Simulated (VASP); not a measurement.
# HfO2 (Fm-3m) in VASP: further runs, part 2 of 2

VASP 6.6.1.

## Step 3: Relaxation of cell and atoms, PBEsol

This run uses another cell than the first one, of 11.15 Å³/atom, 1.043 times its volume.

The input, INCAR:

```
SYSTEM = HfO2
  PREC = Accurate
  ENCUT = 600
  EDIFF = 1E-7
  ISMEAR = -1
  SIGMA = 0.02
  LREAL = .False.
  LASPH = .True.
  NELM = 120
  ALGO = Normal
  ISIF = 3
  LWAVE = .False.
  LCHARG = .False.
  GGA = PS
  IBRION = 2
  NSW = 60
  EDIFFG = -0.03
  GGA_COMPAT = .False.
  NELMIN = 4
```

The input, KPOINTS:

```
Automatic mesh
0
Gamma
  6 6 6
  0 0 0
```

The input, POSCAR:

```
HfO2
1.0
    0.0000000000      2.5575000000      2.5575000000
    2.5575000000      0.0000000000      2.5575000000
    2.5575000000      2.5575000000      0.0000000000
Hf O
1 2
Direct
    0.0000000000      0.0000000000      0.0000000000
    0.2500000000      0.2500000000      0.2500000000
    0.7500000000      0.7500000000      0.7500000000
```

Potentials or basis: VASP PAW PBE potentials, release 64 (Hf_pv, O).

On the command line:

```console
> cat potpaw_PBE.64/Hf_pv/POTCAR potpaw_PBE.64/O/POTCAR > POTCAR
> mpirun -np 1 vasp_std > vasp.out
```

OUTCAR:

```text
SYSTEM = HfO2
   PREC = Accurate
   ENCUT = 600
   EDIFF = 1E-7
   ISMEAR = -1
   LREAL = .False.
   LASPH = .True.
   NELM = 120
   ISIF = 3
   GGA = PS
   IBRION = 2
   NSW = 60
   EDIFFG = -0.03
   NELMIN = 4

 ion  position               nearest neighbor table
   1  0.000  0.000  0.000-   3 2.21   3 2.21   3 2.21   2 2.21   3 2.21   2 2.21   2 2.21   2 2.21

   2  0.250  0.250  0.250-   1 2.21   1 2.21   1 2.21   1 2.21
   3  0.750  0.750  0.750-   1 2.21   1 2.21   1 2.21   1 2.21

  LATTYP: Found a face centered cubic cell.
 ALAT       =     5.1150000000

  Lattice vectors:

 A1 = (   0.0000000000,   2.5575000000,   2.5575000000)
 A2 = (   2.5575000000,   0.0000000000,   2.5575000000)
 A3 = (   2.5575000000,   2.5575000000,   0.0000000000)

Analysis of symmetry for initial positions (statically):
=====================================================================
 Subroutine PRICEL returns:
 Original cell was already a primitive cell.

 Routine SETGRP: Setting up the symmetry group for a
 face centered cubic supercell.

 Subroutine GETGRP returns: Found 48 space group operations
 (whereof 48 operations were pure point group operations)
 out of a pool of 48 trial point group operations.

The static configuration has the point symmetry O_h .

Analysis of symmetry for dynamics (positions and initial velocities):
=====================================================================
 Subroutine PRICEL returns:
 Original cell was already a primitive cell.

 Routine SETGRP: Setting up the symmetry group for a
 face centered cubic supercell.

 Subroutine GETGRP returns: Found 48 space group operations
 (whereof 48 operations were pure point group operations)
 out of a pool of 48 trial point group operations.

The dynamic configuration has the point symmetry O_h .

 Subroutine INISYM returns: Found 48 space group operations
 (whereof 48 operations are pure point group operations),
 and found     1 'primitive' translations

----------------------------------------------------------------------------------------

                                     Primitive cell

  volume of cell :      33.4562

  direct lattice vectors                    reciprocal lattice vectors
     0.000000000  2.557500000  2.557500000    -0.195503421  0.195503421  0.195503421
     2.557500000  0.000000000  2.557500000     0.195503421 -0.195503421  0.195503421
     2.557500000  2.557500000  0.000000000     0.195503421  0.195503421 -0.195503421

  length of vectors
     3.616851186  3.616851186  3.616851186     0.338621859  0.338621859  0.338621859

  position of ions in fractional coordinates (direct lattice)
     0.000000000  0.000000000  0.000000000
     0.250000000  0.250000000  0.250000000
     0.750000000  0.750000000  0.750000000

  ion indices of the primitive-cell ions
   primitive index   ion index
                 1           1
                 2           2
                 3           3

----------------------------------------------------------------------------------------

 KPOINTS: Automatic mesh

Automatic generation of k-mesh.
 Grid dimensions read from file:
 generate k-points for:    6    6    6

 Generating k-lattice:

  Cartesian coordinates                     Fractional coordinates (reciprocal lattice)
    -0.032583904  0.032583904  0.032583904     0.166666667  0.000000000  0.000000000
     0.032583904 -0.032583904  0.032583904     0.000000000  0.166666667  0.000000000
     0.032583904  0.032583904 -0.032583904     0.000000000  0.000000000  0.166666667

  Length of vectors
     0.056436976  0.056436976  0.056436976

  Shift w.r.t. Gamma in fractional coordinates (k-lattice)
     0.000000000  0.000000000  0.000000000

 Subroutine IBZKPT returns following result:
 ===========================================

 Found     16 irreducible k-points:

 Following reciprocal coordinates:
            Coordinates               Weight
  0.000000  0.000000  0.000000      1.000000
  0.166667  0.000000  0.000000      8.000000
  0.333333  0.000000  0.000000      8.000000
  0.500000  0.000000  0.000000      4.000000
  0.166667  0.166667  0.000000      6.000000
  0.333333  0.166667  0.000000     24.000000
[... 8 lines left out ...]
 -0.333333  0.333333  0.166667     24.000000
 -0.333333  0.500000  0.166667     12.000000
   k-points           NKPTS =     16   k-points in BZ     NKDIM =     16   number of bands    NBANDS=     15
   number of dos      NEDOS =    301   number of ions     NIONS =      3
   total plane-waves  NPLWV =  27000
   dimension x,y,z NGX =    30 NGY =   30 NGZ =   30
   dimension x,y,z NGXF=    60 NGYF=   60 NGZF=   60
   ions per type =               1   2
   NGX,Y,Z   is equivalent  to a cutoff of  13.79, 13.79, 13.79 a.u.
   NGXF,Y,Z  is equivalent  to a cutoff of  27.58, 27.58, 27.58 a.u.
 SYSTEM =  HfO2
   PREC   = accura    normal or accurate (medium, high low for compatibility)
   ISTART =      0    job   : 0-new  1-cont  2-samecut
   ICHARG =      2    charge: 1-file 2-atom 10-const
   ISPIN  =      1    spin polarized calculation?
   LNONCOLLINEAR =      F non collinear calculations
   LSORBIT =      F    spin-orbit coupling
   LASPH  =      T    aspherical Exc in radial PAW
   ENCUT  =  600.0 eV  44.10 Ry    6.64 a.u.   7.22  7.22  7.22*2*pi/ulx,y,z
   NELM   =    120;   NELMIN=  4; NELMDL= -5     # of ELM steps
   EDIFF  = 0.1E-06   stopping-criterion for ELM
   LREAL  =      F    real-space projection
   EDIFFG = -.3E-01   stopping-criterion for IOM
   NSW    =     60    number of steps for IOM
   IBRION =      2    ionic relax: 0-MD 1-quasi-New 2-CG
   NFREE  =      1    steps in history (QN), initial steepest desc. (CG)
   ISIF   =      3    stress and relaxation
   ISYM   =      2    0-nonsym 1-usesym 2-fastsym
   POTIM  = 0.5000    time-step for ionic-motion
   TEBEG  =    0.0;   TEEND  =   0.0 temperature during run
   PSTRESS=    0.0 pullay stress
   NELECT =      22.0000    total number of electrons
   NUPDOWN=      -1.0000    fix difference up-down
   EMIN   =  10.00;   EMAX   =-10.00  energy-range for DOS
   EFERMI =   0.00;   METHOD = LEGACY
   ISMEAR =    -1;   SIGMA  =   0.02  broadening in eV -4-tet -1-fermi 0-gaus
   EFERMI_NEDOS =   21; number of points for ismear=-14 and -15
   IALGO  =     38    algorithm
   IMIX   =      4    mixing-type and parameters
     AMIX     =   0.40;   BMIX     =  1.00
     AMIX_MAG =   1.60;   BMIX_MAG =  1.00
  volume/ion in A,a.u.               =      11.15        75.26
  Fermi-wavevector in a.u.,A,eV,Ry     =   1.423607  2.690227 27.574337  2.026657
  Thomas-Fermi vector in A             =   2.544186
   LORBIT       =      0    0 simple, 1 ext, 2 COOP (PROOUT), +10 PAW based schemes
   GGA     = PS    functional components
   LHFCALC =     F    Hartree Fock is set to
   AEXX    =    0.0000 exact exchange contribution
   IVDW    =     0    specifies the selected vdW correction
   LEPSILON=     F    determine dielectric tensor
   LRPA    =     F    only Hartree local field effects (RPA)
 conjugate gradient relaxation of ions
 non-spin polarized calculation
  energy-cutoff  :      600.00
  volume of cell :       33.46
 maximum number of plane-waves:      1139
 NGX is ok and might be reduce to    30
   NGX = 15   NGY = 15   NGZ = 15

--------------------------------------- Ionic step        1  -------------------------------------------

 number of electron      21.9999993 magnetization

 Free energy of the ion-electron system (eV)
  ---------------------------------------------------
  ext. energy  EPLUGINS =         0.00000000
  ---------------------------------------------------
  free energy    TOTEN  =       -31.56316067 eV

  energy without entropy =      -31.56316067  energy(sigma->0) =      -31.56316067

------------------------ aborting loop because EDIFF is reached ----------------------------------------

  FORCE on cell =-STRESS in cart. coord.  units (eV):
  Direction    XX          YY          ZZ          XY          YZ          ZX
  --------------------------------------------------------------------------------------
  -------------------------------------------------------------------------------------
  Total       -2.8710347     -2.8710347     -2.8710347      0.0000000      0.0000000      0.0000000
  in kB     -137.4903143   -137.4903143   -137.4903143      0.0000000      0.0000000      0.0000000
  external PRESSURE =    -137.4903143 kB  Pullay stress =       0.0000000 kB
[... 59 lines left out ...]
  energy  without entropy=      -31.4417802961  energy(sigma->0) =      -31.44178030

--------------------------------------- Ionic step        3  -------------------------------------------

 number of electron      22.0000001 magnetization

 Free energy of the ion-electron system (eV)
  ---------------------------------------------------
  ext. energy  EPLUGINS =         0.00000000
  ---------------------------------------------------
  free energy    TOTEN  =       -31.64706135 eV

  energy without entropy =      -31.64706135  energy(sigma->0) =      -31.64706135

 E-fermi :   4.8044     XC(G=0): -12.2620

 val. band max:        4.3833058438   @ k =   0.5000   0.5000   0.0000
 cond. band min:       8.1318056437   @ k =   0.5000   0.5000   0.0000
 fundamental gap:      3.7484997999
 Fermi energy:         4.8043942128

 k-point     1 :       0.0000    0.0000    0.0000
  band No.  band energies     occupation
      1     -25.1084      2.00000
      2     -25.1084      2.00000
      3     -25.1084      2.00000
      4     -14.4905      2.00000
      5     -11.2406      2.00000
      6      -1.2017      2.00000
      7      -1.2017      2.00000
      8      -1.2017      2.00000
      9       3.7519      2.00000
     10       3.7519      2.00000
     11       3.7519      2.00000
     12       8.2311      0.00000
     13       8.2311      0.00000
     14      10.2651      0.00000
     15      15.1766      0.00000
[... 298 lines left out ...]
  FREE ENERGIE OF THE ION-ELECTRON SYSTEM (eV)
  ---------------------------------------------------
  free  energy   TOTEN  =       -31.6470613517 eV

  energy  without entropy=      -31.6470613517  energy(sigma->0) =      -31.64706135

 reached required accuracy - stopping structural energy minimisation
```

OSZICAR:

```text
N       E                     dE             d eps       ncg     rms          rms(c)
DAV:   1     0.105628144422E+03    0.10563E+03   -0.14095E+04   480   0.162E+03
DAV:   2    -0.329397291200E+02   -0.13857E+03   -0.13634E+03   627   0.340E+02
DAV:   3    -0.368449422968E+02   -0.39052E+01   -0.39020E+01   613   0.554E+01
[... 30 lines left out ...]
DAV:   6    -0.316471646112E+02    0.54609E-03   -0.17254E-03   578   0.372E-01    0.296E-01
DAV:   7    -0.316470861273E+02    0.78484E-04   -0.24177E-04   564   0.123E-01    0.156E-01
DAV:   8    -0.316470723441E+02    0.13783E-04   -0.14625E-05   579   0.332E-02    0.735E-02
DAV:   9    -0.316470613670E+02    0.10977E-04   -0.51561E-05   508   0.469E-02    0.241E-02
DAV:  10    -0.316470613517E+02    0.15343E-07   -0.59214E-07   536   0.662E-03
   3 F= -.31647061E+02 E0= -.31647061E+02  d E =-.839007E-01
```

CONTCAR:

```text
HfO2
   1.00000000000000
    -0.0000000000000000    2.5103121452854915    2.5103121452854915
     2.5103121452854915    0.0000000000000000    2.5103121452854915
     2.5103121452854915    2.5103121452854915    0.0000000000000000
  Hf              O
     1     2
Direct
     0.0000000000000000    0.0000000000000000    0.0000000000000000
     0.2500000000000000    0.2500000000000000    0.2500000000000000
     0.7500000000000000    0.7500000000000000    0.7500000000000000

  0.00000000E+00  0.00000000E+00  0.00000000E+00
  0.00000000E+00  0.00000000E+00  0.00000000E+00
  0.00000000E+00  0.00000000E+00  0.00000000E+00
```

Run time: 35 s. Hardware: 1 thread of Intel Xeon Platinum 8259CL at 2.50GHz (Skylake/Cascade Lake), shared host; peak memory 0.17 GiB.

Results:

* Free energy: -31.6471 eV
* Relaxed volume: 10.55 Å³/atom
* Relaxed cell: a = 3.550 Å, b = 3.550 Å, c = 3.550 Å, α = 60.00°, β = 60.00°, γ = 60.00°
* Space group after relaxing (to 0.05 Å): Fm-3m (No. 225)
* Energy gained by relaxing: 28.0 meV/atom
* Ionic steps: 3
* Pressure after relaxing: -0.3 GPa
* Band gap on the k mesh: 3.75 eV, direct

Step by step:
| step | energy change (eV) | largest force (eV/Å) | pressure (GPa) | volume (Å³) |
| --- | --- | --- | --- | --- |
| 1 | 0.0000 | 0.0000 | -13.75 | 33.46 |
| 2 | 0.1214 | 0.0000 | 27.66 | 29.03 |
| 3 | -0.0839 | 0.0000 | -0.33 | 31.64 |

Final structure:
```xyz
3
Lattice="0.0000 2.5103 2.5103 2.5103 0.0000 2.5103 2.5103 2.5103 0.0000" Properties=species:S:1:pos:R:3 pbc="T T T"
Hf    0.0000    0.0000    0.0000
O     1.2552    1.2552    1.2552
O     3.7655    3.7655    3.7655
```

Caveat: the PAW data sets were made with another functional, which shifts forces and pressure a little; spin-orbit coupling is left out, which moves the levels of the heavy elements. Expect the measured gap to be larger: semilocal functionals such as PBEsol lack the derivative discontinuity.
